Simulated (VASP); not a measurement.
Input of a VASP 6.6.1 run:

INCAR

```
PREC = Accurate ; ENCUT = 520
EDIFF = 1E-6 ; ISMEAR = -1
SIGMA = 0.05 ; LREAL = F
LASPH = T ; NELM = 80
ALGO = Fast ; ISIF = 2
LWAVE = F ; LCHARG = F
GGA = PS ; NBANDS = 12
```

The input KPOINTS:

```
Automatic mesh
0
Gamma
  10 10 10
```

POSCAR

```
Ga
1.0
   -1.3843987196      1.3843987196      2.3112238365
    1.3843987196     -1.3843987196      2.3112238365
    1.3843987196      1.3843987196     -2.3112238365
Ga
1
Direct
    0.0000000000      0.0000000000      0.0000000000
```

Potentials or basis: VASP PAW PBE potentials, release 64 (Ga_d).

The run is started by

```bash
$ cat potpaw_PBE.64/Ga_d/POTCAR > POTCAR
$ mpirun -np 1 vasp_std > vasp.out
```

(1) Estimate the pressure.

Results:

(1) 0.2 GPa.

Caveat: the PAW data sets were made with another functional, which shifts forces and pressure a little.
